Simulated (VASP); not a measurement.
TaRu, 2 atoms in the cell. Symmetry: P4/mmm, No. 123, tetragonal system. The conventional cell has a = 2.992 Å, b = 2.992 Å, c = 3.389 Å, α = 90.00°, β = 90.00°, γ = 90.00°. Within 3.6 Å of Ta (site symmetry 4/mmm) lie 8 Ru at 2.71 Å and 6 Ta at 2.99 to 3.39 Å. Ru (site symmetry 4/mmm) has 8 Ta at 2.71 Å and 6 Ru at 2.99 to 3.39 Å within 3.6 Å.  This cell differs from its parent crystal: equal xx and yy strain of -2 %.

```yaml
Program: VASP 6.6.1
Task: electric field gradients
Functional: LDA
Potentials_or_basis: VASP PAW LDA potentials, release 64 (Ta_sv_GW, Ru_sv)
Cutoff: 520 eV
k_mesh: 11 × 11 × 10
Occupations: fermi-dirac, width 0.05 eV
Spin: no spin polarisation
Dipole_correction: no
Second_run: valence_matched
Further_INCAR_settings: ALGO = Normal; EDIFF = 1e-08; NBANDS = 22
```

Potentials or basis: VASP PAW LDA potentials, release 64 (Ta_sv_GW, Ru_sv).

Command:

```sh
$ cat potpaw_LDA.64/Ta_sv_GW/POTCAR potpaw_LDA.64/Ru_sv/POTCAR > POTCAR
$ mpirun -np 1 vasp_std > vasp.out
```

Hardware: 1 thread of Intel(R) Xeon(R) Platinum 8259CL CPU @ 2.50GHz (Skylake/Cascade Lake) (shared host).

**Question.** How long does it take, and how much memory?

**Answer.** Wall time 52 s on 1 thread of Intel(R) Xeon(R) Platinum 8259CL CPU @ 2.50GHz (Skylake/Cascade Lake), with other jobs on the host, peak memory 0.2 GiB. Counts: scf iterations 17, k points 126.
